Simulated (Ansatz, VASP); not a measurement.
## One calculation of Pt, two programs

Contents of INCAR:

```
PREC = Accurate
ENCUT = 520
EDIFF = 1E-6
ISMEAR = -1
SIGMA = 0.1
LREAL = False
LASPH = True
NELM = 100
ALGO = Normal
ISIF = 2
LWAVE = False
LCHARG = True
GGA = RP
LELF = True
LVHAR = True
NBANDS = 17
```

KPOINTS

```
regular mesh
0
Gamma
  14 14 10
```

File POSCAR:

```
Pt
1.0
   -2.1282943188      2.4813243172      1.3300247845
    2.4813243172     -2.1282943188      1.3300247845
    2.5743648833      2.5743648833     -0.6834496959
Pt
2
Direct
    0.0159211942      0.9840788058      0.0000000000
    0.7340788058      0.2659211942      0.5000000000
```

Input for Ansatz:

```yaml
crystal:
  lattice:
    - [-2.1282943188, 2.4813243172, 1.3300247845]
    - [2.4813243172, -2.1282943188, 1.3300247845]
    - [2.5743648833, 2.5743648833, -0.6834496959]
  atoms:
    - { symbol: Pt, position: [0.0159211942, 0.9840788058, 0.0] }
    - { symbol: Pt, position: [0.7340788058, 0.2659211942, 0.5] }
hamiltonian:
  xc: rpbe
  pseudopotentials:
    kind: paw
    azcp:
      Pt: "pseudopotentials/Pt.paw.azcp"
basis:
  ecutwfc: 420
  fft_grid_basis: typed
kpoints:
  mp_grid: { grid: [14, 14, 10], shift: [0, 0, 0] }
magnetization:
  spin_polarized: false
scf:
  occupations: { method: fermi_dirac, width: 0.1 }
  lower_state_search: "off"
output:
  stress: true
```

Alike in both runs: task single point; functional RPBE; k mesh 14 × 14 × 10; occupations fermi-dirac, width 0.1 eV; no spin polarisation.

|  | VASP | Ansatz |
| --- | --- | --- |
| version | VASP 6.6.1 | Ansatz 0.2.0 |
| potentials or method | VASP PAW PBE potentials, release 64 (Pt), cutoff 520 eV | plane waves (420 eV) with PAW, scalar-relativistic |
| valence electrons in the cell | 20 | 36 |

Ansatz gave:

```
pressure (GPa)                                                : 9.2
traceless stress, the component that is largest in VASP (GPa) : 0.73
```

**Question.** Which values does VASP return?

**Answer.** Pressure (GPa): 8.5; traceless stress, the component that is largest in VASP (GPa): 0.68.

VASP's potentials were made for PBE, not for RPBE. VASP's potentials hold 20 valence electrons a cell and Ansatz's 36, so a difference there can come from the potentials and not from the codes. Ansatz's warnings: near symmetry operations not taken.

Neither program's run includes spin-orbit coupling.
